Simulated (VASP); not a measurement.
A run of VASP 6.6.1:

The input INCAR:

```
PREC     = Accurate       # precision mode
ENCUT    = 520            # plane-wave cutoff, eV
EDIFF    = 1E-6           # SCF threshold, eV
ISMEAR   = 0              # smearing method
SIGMA    = 0.1            # smearing width, eV
LREAL    = False          # projectors in reciprocal space
LASPH    = True           # aspherical terms in the spheres
NELM     = 80             # most SCF steps
ALGO     = Normal         # electronic algorithm
ISIF     = 2              # what is computed and relaxed
LWAVE    = False          # write WAVECAR
LCHARG   = False          # write CHGCAR
GGA      = PE             # functional
NBANDS   = 24             # bands
```

Contents of KPOINTS:

```
regular mesh
0
Gamma
  4 6 6
```

File POSCAR:

```
LiCl
1.0
    3.5721202657     -0.6315258844      0.3645895271
   -0.6670622520      6.2261285654     -0.6180213526
    0.6670420246     -3.6482864741      5.0832119485
Li Cl
3 3
Direct
    0.3331514181      0.7499360043      0.9166462549
    0.6666927466      0.0831728936      0.5831790175
    0.0001493979      0.4163543910      0.2497323286
    0.3332986265      0.2501882375      0.4168455545
    0.9999761951      0.9168392505      0.7501429936
    0.6667316158      0.5835092231      0.0834538509
```

Potentials or basis: VASP PAW PBE potentials, release 64 (Li_sv, Cl).

The run is started by

```console
$ cat potpaw_PBE.64/Li_sv/POTCAR potpaw_PBE.64/Cl/POTCAR > POTCAR
$ mpirun -np 1 vasp_std > vasp.out
```

Hardware: 1 thread of AMD EPYC 9R45 96-Core Processor (Zen 5) (shared host).

Q: Estimate the wall time of this run.

A: It took 110 s on 1 thread of AMD EPYC 9R45 96-Core Processor (Zen 5), with other jobs on the host, peak memory 0.28 GiB. Counts: scf iterations 12, k points 76.
